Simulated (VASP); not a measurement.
# Be (P6_3/mmc) in VASP: notebook

Runs on Be. Level: r2SCAN. Tasks: single point.

All numbers are computed with VASP 6.6.1; they aren't measurements. Logs are shortened: lines on timing, memory, paths and dates and some standing lists are left out, and cuts for length are marked.

## Step 1: The cell of the first run

It takes space group P6_3/mmc (No. 194, hexagonal). The conventional cell has a = 2.262 Å, b = 2.262 Å, c = 3.569 Å, α = 90.00°, β = 90.00°, γ = 120.00°. Within 2.9 Å of Be (site symmetry -6m2) lie 12 Be at 2.21 to 2.26 Å.

## Step 2: Single point, r2SCAN

File POSCAR:

```
Be
1.0
    2.2616420429      0.0000000000      0.0000000000
   -1.1308210215      1.9586394634      0.0000000000
    0.0000000000      0.0000000000      3.5693639368
Be
2
Direct
    0.0000000000      0.0000000000      0.0000000000
    0.3333333333      0.6666666667      0.5000000000
```

File INCAR.step1:

```
SYSTEM = Be
PREC = Accurate
ENCUT = 520
ISMEAR = 0
SIGMA = 0.1
LREAL = .FALSE.
LASPH = .TRUE.
NELM = 100
NBANDS = 9
GGA = PE
ALGO = Normal
EDIFF = 1E-4
LWAVE = .TRUE.
LCHARG = .FALSE.
```

File INCAR.step2:

```
SYSTEM = Be
PREC = Accurate
ENCUT = 520
EDIFF = 1E-7
ISMEAR = 0
SIGMA = 0.1
LREAL = .FALSE.
LASPH = .TRUE.
NELM = 100
ALGO = Normal
ISIF = 2
LWAVE = .FALSE.
LCHARG = .FALSE.
METAGGA = R2SCAN
LMIXTAU = .TRUE.
NBANDS = 9
ISTART = 1
```

File KPOINTS:

```
Automatic mesh
0
G
  21 21 12
  0 0 0
```

Potentials or basis: VASP PAW PBE potentials, release 64 (Be).

On the command line:

```console
> cat potpaw_PBE.64/Be/POTCAR > POTCAR
> cp INCAR.step1 INCAR
> mpirun -np 1 vasp_std > vasp.out
> cp INCAR.step2 INCAR
> mpirun -np 1 vasp_std > vasp.out
```

OUTCAR:

```text
SYSTEM = Be
   PREC = Accurate
   ENCUT = 520
   EDIFF = 1E-7
   ISMEAR = 0
   LREAL = .FALSE.
   LASPH = .TRUE.
   NELM = 100
   ISIF = 2
   METAGGA = R2SCAN
   ISTART = 1

 ion  position               nearest neighbor table
   1  0.000  0.000  0.000-   2 2.21   2 2.21   2 2.21   2 2.21   2 2.21   2 2.21
   2  0.333  0.667  0.500-   1 2.21   1 2.21   1 2.21   1 2.21   1 2.21   1 2.21

  LATTYP: Found a hexagonal cell.
 ALAT       =     2.2616420429
 C/A-ratio  =     1.5782178917

  Lattice vectors:

 A1 = (   2.2616420429,   0.0000000000,   0.0000000000)
 A2 = (  -1.1308210215,   1.9586394634,   0.0000000000)
 A3 = (   0.0000000000,   0.0000000000,   3.5693639368)

Analysis of symmetry for initial positions (statically):
=====================================================================
 Subroutine PRICEL returns:
 Original cell was already a primitive cell.

 Routine SETGRP: Setting up the symmetry group for a
 hexagonal supercell.

 Subroutine GETGRP returns: Found 24 space group operations
 (whereof 12 operations were pure point group operations)
 out of a pool of 24 trial point group operations.

The static configuration has the point symmetry D_3h.
 The point group associated with its full space group is D_6h.

Analysis of symmetry for dynamics (positions and initial velocities):
=====================================================================
 Subroutine PRICEL returns:
 Original cell was already a primitive cell.

 Routine SETGRP: Setting up the symmetry group for a
 hexagonal supercell.

 Subroutine GETGRP returns: Found 24 space group operations
 (whereof 12 operations were pure point group operations)
 out of a pool of 24 trial point group operations.

The dynamic configuration has the point symmetry D_3h.
 The point group associated with its full space group is D_6h.

 Subroutine INISYM returns: Found 24 space group operations
 (whereof 12 operations are pure point group operations),
 and found     1 'primitive' translations

----------------------------------------------------------------------------------------

                                     Primitive cell

  volume of cell :      15.8114

  direct lattice vectors                    reciprocal lattice vectors
     2.261642043  0.000000000  0.000000000     0.442156619  0.255279243  0.000000000
    -1.130821022  1.958639463  0.000000000     0.000000000  0.510558486  0.000000000
     0.000000000  0.000000000  3.569363937     0.000000000  0.000000000  0.280161961

  length of vectors
     2.261642043  2.261642043  3.569363937     0.510558486  0.510558486  0.280161961

  position of ions in fractional coordinates (direct lattice)
     0.000000000  0.000000000  0.000000000
     0.333333333  0.666666667  0.500000000

  ion indices of the primitive-cell ions
   primitive index   ion index
                 1           1
                 2           2

----------------------------------------------------------------------------------------

 KPOINTS: Automatic mesh

Automatic generation of k-mesh.
 Grid dimensions read from file:
 generate k-points for:   21   21   12

 Generating k-lattice:

  Cartesian coordinates                     Fractional coordinates (reciprocal lattice)
     0.021055077  0.012156154  0.000000000     0.047619048 -0.000000000  0.000000000
     0.000000000  0.024312309  0.000000000     0.000000000  0.047619048  0.000000000
     0.000000000  0.000000000  0.023346830     0.000000000  0.000000000  0.083333333

  Length of vectors
     0.024312309  0.024312309  0.023346830

  Shift w.r.t. Gamma in fractional coordinates (k-lattice)
     0.000000000  0.000000000  0.000000000

 Subroutine IBZKPT returns following result:
 ===========================================

 Found    336 irreducible k-points:

 Following reciprocal coordinates:
            Coordinates               Weight
  0.000000  0.000000  0.000000      1.000000
  0.047619  0.000000  0.000000      6.000000
  0.095238 -0.000000  0.000000      6.000000
  0.142857 -0.000000  0.000000      6.000000
  0.190476 -0.000000  0.000000      6.000000
  0.238095  0.000000  0.000000      6.000000
[... 16 lines left out ...]
  0.142857  0.095238  0.000000     12.000000
  0.190476  0.095238  0.000000     12.000000
 [... further k-points ...]
   k-points           NKPTS =    336   k-points in BZ     NKDIM =    336   number of bands    NBANDS=      9
   number of dos      NEDOS =    301   number of ions     NIONS =      2
   total plane-waves  NPLWV =   9072
   dimension x,y,z NGX =    18 NGY =   18 NGZ =   28
   dimension x,y,z NGXF=    36 NGYF=   36 NGZF=   56
   ions per type =               2
   NGX,Y,Z   is equivalent  to a cutoff of  13.23, 13.23, 13.04 a.u.
   NGXF,Y,Z  is equivalent  to a cutoff of  26.46, 26.46, 26.08 a.u.
 SYSTEM =  Be
   PREC   = accura    normal or accurate (medium, high low for compatibility)
   ISTART =      1    job   : 0-new  1-cont  2-samecut
   ICHARG =      0    charge: 1-file 2-atom 10-const
   ISPIN  =      1    spin polarized calculation?
   LNONCOLLINEAR =      F non collinear calculations
   LSORBIT =      F    spin-orbit coupling
   LASPH  =      T    aspherical Exc in radial PAW
   ENCUT  =  520.0 eV  38.22 Ry    6.18 a.u.   4.21  4.21  6.64*2*pi/ulx,y,z
   NELM   =    100;   NELMIN=  2; NELMDL=  0     # of ELM steps
   EDIFF  = 0.1E-06   stopping-criterion for ELM
   LREAL  =      F    real-space projection
   EDIFFG = 0.1E-05   stopping-criterion for IOM
   NSW    =      0    number of steps for IOM
   IBRION =     -1    ionic relax: 0-MD 1-quasi-New 2-CG
   NFREE  =      0    steps in history (QN), initial steepest desc. (CG)
   ISIF   =      2    stress and relaxation
   ISYM   =      2    0-nonsym 1-usesym 2-fastsym
   POTIM  = 0.5000    time-step for ionic-motion
   TEBEG  =    0.0;   TEEND  =   0.0 temperature during run
   PSTRESS=    0.0 pullay stress
   NELECT =       4.0000    total number of electrons
   NUPDOWN=      -1.0000    fix difference up-down
   EMIN   =  10.00;   EMAX   =-10.00  energy-range for DOS
   EFERMI =   0.00;   METHOD = LEGACY
   ISMEAR =     0;   SIGMA  =   0.10  broadening in eV -4-tet -1-fermi 0-gaus
   EFERMI_NEDOS =   21; number of points for ismear=-14 and -15
   IALGO  =     38    algorithm
   IMIX   =      4    mixing-type and parameters
     AMIX     =   0.40;   BMIX     =  1.00
     AMIX_MAG =   1.60;   BMIX_MAG =  1.00
  volume/ion in A,a.u.               =       7.91        53.35
  Fermi-wavevector in a.u.,A,eV,Ry     =   1.035393  1.956608 14.585963  1.072038
  Thomas-Fermi vector in A             =   2.169734
   LORBIT       =      0    0 simple, 1 ext, 2 COOP (PROOUT), +10 PAW based schemes
   METAGGA = R2SCAN    functional components
   LHFCALC =     F    Hartree Fock is set to
   AEXX    =    0.0000 exact exchange contribution
   IVDW    =     0    specifies the selected vdW correction
   LEPSILON=     F    determine dielectric tensor
   LRPA    =     F    only Hartree local field effects (RPA)
 non-spin polarized calculation
 Gauss-broadening in eV      SIGMA  =   0.10
  energy-cutoff  :      520.00
  volume of cell :       15.81
 maximum number of plane-waves:       446
 NGX is ok and might be reduce to    18
   NGX =  9   NGY =  9   NGZ = 13

 number of electron       4.0000000 magnetization

 Free energy of the ion-electron system (eV)
  ---------------------------------------------------
  ext. energy  EPLUGINS =         0.00000000
  ---------------------------------------------------
  free energy    TOTEN  =        -8.67745940 eV

  energy without entropy =       -8.67594081  energy(sigma->0) =       -8.67670010

 E-fermi :   7.1734     XC(G=0): -11.2614

 val. band max:        7.1606794963   @ k =   0.3333   0.2857   0.3333
 cond. band min:       7.1837422045   @ k =   0.3333   0.0476   0.0000
 fundamental gap:      0.0230627082
 Fermi energy:         7.1734494123

 k-point     1 :       0.0000    0.0000    0.0000
  band No.  band energies     occupation
      1      -5.1120      2.00000
      2       2.3530      2.00000
      3       8.1492      0.00000
      4      24.5148      0.00000
      5      24.5148      0.00000
      6      27.5355      0.00000
      7      27.5355      0.00000
      8      29.7592      0.00000
      9      35.6315      0.00000

 k-point     2 :       0.0476    0.0000    0.0000
  band No.  band energies     occupation
      1      -5.0414      2.00000
      2       2.4441      2.00000
      3       8.1736      0.00000
      4      23.8818      0.00000
      5      24.0339      0.00000
      6      27.5421      0.00000
      7      27.8219      0.00000
      8      29.6302      0.00000
      9      34.4662      0.00000

 k-point     3 :       0.0952   -0.0000    0.0000
  band No.  band energies     occupation
      1      -4.8296      2.00000
      2       2.7173      2.00000
      3       8.2434      0.00000
      4      22.2940      0.00000
      5      23.0260      0.00000
      6      27.5147      0.00000
      7      28.1964      0.00000
      8      29.1865      0.00000
      9      32.5786      0.00000

 k-point     4 :       0.1429   -0.0000    0.0000
  band No.  band energies     occupation
      1      -4.4764      2.00000
      2       3.1721      2.00000
      3       8.3465      0.00000
      4      20.2630      0.00000
      5      21.9141      0.00000
      6      27.3672      0.00000
      7      28.2172      0.00000
      8      28.2708      0.00000
      9      30.5214      0.00000

 k-point     5 :       0.1905   -0.0000    0.0000
  band No.  band energies     occupation
      1      -3.9819      2.00000
      2       3.8073      2.00000
      3       8.4515      0.00000
      4      18.1471      0.00000
      5      20.8507      0.00000
      6      26.7470      0.00000
      7      26.7749      0.00000
      8      27.8921      0.00000
      9      28.8635      0.00000

 k-point     6 :       0.2381    0.0000    0.0000
  band No.  band energies     occupation
      1      -3.3465      2.00000
      2       4.6211      2.00000
      3       8.4836      0.00000
      4      16.1928      0.00000
      5      19.8957      0.00000
      6      24.7136      0.00000
      7      25.2482      0.00000
      8      27.3907      0.00000
      9      28.2265      0.00000
[... 169 lines left out ...]
 k-point    21 :       0.4762    0.0476    0.0000
  band No.  band energies     occupation
      1       1.8019      2.00000
      2       3.8209      2.00000
      3      11.1213      0.00000
      4      13.9512      0.00000
      5      14.3130      0.00000
      6      15.8617      0.00000
      7      18.9820      0.00000
      8      25.3769      0.00000
      9      28.4332      0.00000

 k-point    22 :       0.0952    0.0952    0.0000
  band No.  band energies     occupation
      1      -4.2643      2.00000
      2       3.4446      2.00000
      3       8.4086      0.00000
      4      19.8071      0.00000
      5      20.5213      0.00000
      6      27.4107      0.00000
      7      27.7730      0.00000
      8      27.7850      0.00000
      9      31.4760      0.00000

 k-point    23 :       0.1429    0.0952    0.0000
  band No.  band energies     occupation
      1      -3.7692      2.00000
      2       4.0791      2.00000
      3       8.5185      0.00000
      4      17.8567      0.00000
      5      19.3970      0.00000
      6      26.4239      0.00000
      7      26.7444      0.00000
      8      27.1690      0.00000
      9      30.7982      0.00000

 k-point    24 :       0.1905    0.0952    0.0000
  band No.  band energies     occupation
      1      -3.1328      2.00000
      2       4.8919      2.00000
      3       8.5767      0.00000
      4      15.8976      0.00000
      5      18.4307      0.00000
      6      24.6061      0.00000
      7      25.4526      0.00000
      8      26.6394      0.00000
      9      30.2086      0.00000

 [... further k-points ...]
[... 5 lines left out ...]
  --------------------------------------------------------------------------------------
  -------------------------------------------------------------------------------------
  Total        0.0162713      0.0162713      0.0231257     -0.0000000      0.0000000     -0.0000000
  in kB        1.6487787      1.6487787      2.3433498     -0.0000000      0.0000000     -0.0000000
  external PRESSURE =       1.8803024 kB  Pullay stress =       0.0000000 kB

 VOLUME and BASIS-vectors are now :
 -----------------------------------------------------------------------------
  energy-cutoff  :      520.00
  volume of cell :       15.81
      direct lattice vectors                 reciprocal lattice vectors
     2.261642043  0.000000000  0.000000000     0.442156619  0.255279243  0.000000000
    -1.130821022  1.958639463  0.000000000     0.000000000  0.510558486  0.000000000
     0.000000000  0.000000000  3.569363937     0.000000000  0.000000000  0.280161961

 POSITION                                       TOTAL-FORCE (eV/Angst)
 -----------------------------------------------------------------------------------
      0.00000      0.00000      0.00000        -0.000000      0.000000      0.000000
     -0.00000      1.30576      1.78468         0.000000     -0.000000      0.000000
 -----------------------------------------------------------------------------------
    total drift:                               -0.000000      0.000000      0.000000

  FREE ENERGIE OF THE ION-ELECTRON SYSTEM (eV)
  ---------------------------------------------------
  free  energy   TOTEN  =        -8.6774594002 eV

  energy  without entropy=       -8.6759408061  energy(sigma->0) =       -8.67670010
```

It took 1.7 min on 1 thread of Intel Xeon Platinum 8488C (Sapphire Rapids), shared host; peak memory 0.16 GiB.

What came out:

```yaml
Free_energy: -8.6775 eV
Pressure: 0.2 GPa
Band_gap_on_the_k_mesh: zero (band 2 reaches 8.21 eV, above the bottom of band 3 at 6.00 eV)
```

Caveat: the PAW data sets were made with another functional, which shifts forces and pressure a little.

(Continued in part 2 of 2.)
